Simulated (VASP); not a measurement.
Write the native input for VASP 6.6.1 that does the following.

```
Task                   : single point
Functional             : PBE
Potentials or basis    : VASP PAW PBE potentials, release 64 (Ta_pv)
Cutoff                 : 520 eV
k mesh                 : 18 × 18 × 18
Occupations            : gaussian, width 0.15 eV
Spin                   : no spin polarisation
Dipole correction      : no
Further INCAR settings : ALGO = Fast; EDIFF = 1e-06; NBANDS = 12
```

The structure of Ta lies in POSCAR:

```
Ta
1.0
   -1.5682119726      1.6594835689      1.7217142027
    1.5682119726     -1.6594835689      1.7217142027
    1.5682119726      1.6594835689     -1.7217142027
Ta
1
Direct
    0.0000000000      0.0000000000      0.0000000000
```

This cell differs from its parent crystal: normal strain along x -0.0550, normal strain along z +0.0375.

The input as run:

INCAR

```
SYSTEM = Ta
PREC     = Accurate       ! precision mode
ENCUT    = 520            ! plane-wave cutoff, eV
EDIFF    = 1E-6           ! SCF threshold, eV
ISMEAR   = 0              ! smearing method
SIGMA    = 0.15           ! smearing width, eV
LREAL    = .False.        ! projectors in reciprocal space
LASPH    = .True.         ! aspherical terms in the spheres
NELM     = 100            ! most SCF steps
ALGO     = Fast           ! electronic algorithm
ISIF     = 2              ! what is computed and relaxed
LWAVE    = .False.        ! write WAVECAR
LCHARG   = .False.        ! write CHGCAR
GGA      = PE             ! functional
NBANDS   = 12             ! bands
```

KPOINTS

```
Automatic mesh
0
Gamma
  18 18 18
  0 0 0
```

Potentials or basis: VASP PAW PBE potentials, release 64 (Ta_pv).

Launch:

```sh
$ cat potpaw_PBE.64/Ta_pv/POTCAR > POTCAR
$ mpirun -np 1 vasp_std > vasp.out
```

It gave:

```yaml
Pressure: 4.8 GPa
Band_gap_on_the_k_mesh: zero (an odd number of electrons rules out a gap without spin polarisation)
```

Caveat: the cell differs from its parent crystal (normal strain along x -0.0550, normal strain along z +0.0375); the stress differs along the axes, from 0 to 9 GPa; spin-orbit coupling is left out, which moves the levels of the heavy elements.

Run time: 3.3 min on 1 thread of Intel Xeon 8259CL, with other jobs on the host, peak memory 0.3 GiB.
